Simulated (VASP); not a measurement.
Runs of VASP 6.6.1 on ZrS. The structure is that of space group Fm-3m (No. 225), or close to it. The cells are those of the table. 

```csv
task,cell,cutoff (eV),smearing,ions in elastic constants,gap on the mesh (eV),pressure (GPa)
single point,"a = 3.501 Å, angles 60.0°, 2 atoms",520,gaussian 0.1 eV,-,none,(a)
single point,"a = 3.540 Å, angles 60.0°, 2 atoms",520,gaussian 0.1 eV,-,none,17.5
relaxation of cell and atoms,"relaxed from a = 3.653 Å, angles 60.0°, 2 atoms",600,fermi-dirac 0.15 eV,-,-,0.0
single point,"a = 3.725 Å, angles 60.0°, 2 atoms",520,gaussian 0.1 eV,-,none,-7.4
single point,"a = 3.616 Å, angles 60.0°, 2 atoms",520,gaussian 0.1 eV,-,none,(b)
single point,"a = 3.771 Å, angles 60.0°, 2 atoms",520,gaussian 0.1 eV,-,none,-11.2
single point,"a = 3.578 Å, angles 60.0°, 2 atoms",520,gaussian 0.1 eV,-,none,10.8
single point,"a = 3.689 Å, angles 60.0°, 2 atoms",520,gaussian 0.1 eV,-,none,-3.9
single point,"a = 3.655 Å, angles 60.0°, 2 atoms",520,fermi-dirac 0.15 eV,-,none,(c)
```

Alike in all rows: level PBEsol; potentials or basis VASP PAW PBE potentials, release 64 (Zr_sv, S); no spin polarisation; k mesh 14 × 14 × 14.

Question: Fill in the values left out.

Answer: (a) 25.4; (b) 5.1; (c) 0.2.

Caveats: the PAW data sets were made with another functional, which shifts forces and pressure a little; the bands computed are all filled at some k points, so no gap is given (some runs).

A k mesh can miss the band edges, and the runs leave out spin-orbit coupling on Zr.

A gap of «none» marks levels without a gap at the run's occupations.
